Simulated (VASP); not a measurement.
Wanted: the native input for a VASP 6.6.1 run.

* Task: single point
* Functional: PBE
* Potentials or basis: VASP PAW PBE potentials, release 64 (Fe, Al)
* Cutoff: 520 eV
* k mesh: 8 × 8 × 8
* Occupations: fermi-dirac, width 0.05 eV
* Spin: collinear spin, ferromagnetic start
* Starting moments: [4.5, 0.0] μB
* Fixed moment: 4.5 μB
* Dipole correction: no
* Further INCAR settings: ALGO = Normal; EDIFF = 1e-07; NBANDS = 16

The structure of AlFe lies in POSCAR:

```
AlFe
1.0
    2.9100000000      0.0000000000      0.0000000000
    0.0000000000      2.9100000000      0.0000000000
    0.0000000000      0.0000000000      2.9100000000
Fe Al
1 1
Direct
    0.5000000000      0.5000000000      0.5000000000
    0.0000000000      0.0000000000      0.0000000000
```

The input as run:

INCAR

```
PREC = Accurate
ENCUT = 520
EDIFF = 1E-7
ISMEAR = -1
SIGMA = 0.05
LREAL = F
LASPH = T
NELM = 150
ALGO = Normal
ISIF = 2
LWAVE = F
LCHARG = T
ISPIN = 2
MAGMOM = 4.5 0
LORBIT = 11
NUPDOWN = 4.5
LMAXMIX = 4
GGA = PE
LELF = T
LVHAR = T
NBANDS = 16
```

KPOINTS

```
Automatic mesh
0
Gamma
  8 8 8
```

Potentials or basis: VASP PAW PBE potentials, release 64 (Fe, Al).

Launch:

```sh
$ cat potpaw_PBE.64/Fe/POTCAR potpaw_PBE.64/Al/POTCAR > POTCAR
$ mpirun -np 1 vasp_std > vasp.out
```

It gave:

```json
{"Pressure": "45.8 GPa", "Net moment": "4.50 μB per cell", "Site moments": "Fe +3.74; Al +0.15 μB", "Valence electrons inside the program's atomic spheres": "Fe 7.13; Al 0.89"}
```

Caveat: the total moment is fixed, so each spin has its own Fermi level.

Wall time 16 s on 1 thread of Intel(R) Xeon(R) Platinum 8488C (Sapphire Rapids) (shared host), peak memory 0.16 GiB.
